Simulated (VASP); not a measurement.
Wanted: the native input for a VASP 6.6.1 run.

* Task: single point
* Functional: PBE
* Potentials or basis: VASP PAW PBE potentials, release 64 (Al, P)
* Cutoff: 520 eV
* k mesh: 12 × 12 × 12
* Occupations: gaussian, width 0.1 eV
* Spin: no spin polarisation
* Dipole correction: no
* Further INCAR settings: ALGO = Normal; EDIFF = 1e-06; NBANDS = 17

The structure of AlP3 lies in POSCAR:

```
AlP3
1.0
    3.9236647760      0.0000000000      0.0000000000
    0.0000000000      3.9236647760      0.0000000000
    0.0000000000      0.0000000000      3.9236647760
Al P
1 3
Direct
    0.0000000000      0.0000000000      0.0000000000
    0.0000000000      0.5000000000      0.5000000000
    0.5000000000      0.0000000000      0.5000000000
    0.5000000000      0.5000000000      0.0000000000
```

These files were run (other wordings do the same):

INCAR

```
  PREC = Accurate
  ENCUT = 520
  EDIFF = 1E-6
  ISMEAR = 0
  SIGMA = 0.1
  LREAL = F
  LASPH = T
  NELM = 100
  ALGO = Normal
  ISIF = 2
  LWAVE = F
  LCHARG = T
  GGA = PE
  LELF = T
  LVHAR = T
  NBANDS = 17
```

KPOINTS

```
regular mesh
0
Gamma
  12 12 12
```

Potentials or basis: VASP PAW PBE potentials, release 64 (Al, P).

Launch:

```console
$ cat potpaw_PBE.64/Al/POTCAR potpaw_PBE.64/P/POTCAR > POTCAR
$ mpirun -np 1 vasp_std > vasp.out
```

It gave:

| Quantity | Value |
| --- | --- |
| Pressure | -0.1 GPa |
| Band gap on the k mesh | zero (band 9 reaches 13.77 eV, above the bottom of band 10 at 7.47 eV) |

Run time: 57 s on 1 thread of Intel(R) Xeon(R) Platinum 8375C CPU @ 2.90GHz (Ice Lake), with other jobs on the host, peak memory 0.21 GiB.
